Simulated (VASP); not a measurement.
Set up this calculation in VASP 6.6.1, as the native input.

| Quantity | Value |
| --- | --- |
| Task | single point |
| Functional | LDA |
| Potentials or basis | VASP PAW LDA potentials, release 64 (Y_sv, Zn) |
| Cutoff | 500 eV |
| k mesh | 7 × 7 × 7 |
| Occupations | fermi-dirac, width 0.1 eV |
| Spin | no spin polarisation |
| Dipole correction | no |
| Further INCAR settings | ALGO = Normal; EDIFF = 1e-06; NBANDS = 18 |

The structure of YZn lies in POSCAR:

```
YZn
1.0
    0.0000000000      2.9629870000      2.9629870000
    2.9629870000      0.0000000000      2.9629870000
    2.9629870000      2.9629870000      0.0000000000
Y Zn
1 1
Direct
    0.0000000000      0.0000000000      0.0000000000
    0.5000000000      0.5000000000      0.5000000000
```

One way to write it, as run:

INCAR

```
SYSTEM = YZn
ALGO = Normal
EDIFF = 1E-6
ENCUT = 500
GGA_COMPAT = .FALSE.
ISIF = 2
ISMEAR = -1
LASPH = .TRUE.
LCHARG = .FALSE.
LREAL = .FALSE.
LWAVE = .FALSE.
NBANDS = 18
NELM = 120
PREC = Accurate
SIGMA = 0.1
```

KPOINTS

```
k-points
0
G
  7 7 7
  0 0 0
```

Potentials or basis: VASP PAW LDA potentials, release 64 (Y_sv, Zn).

Command:

```console
$ cat potpaw_LDA.64/Y_sv/POTCAR potpaw_LDA.64/Zn/POTCAR > POTCAR
$ mpirun -np 1 vasp_std > vasp.out
```

Results of the run:

| Property | Result |
| --- | --- |
| Pressure | -4.4 GPa |

It took 26 s on 1 thread of AMD EPYC 7R43 64-Core Processor (Zen 3) (shared host), peak memory 0.14 GiB.
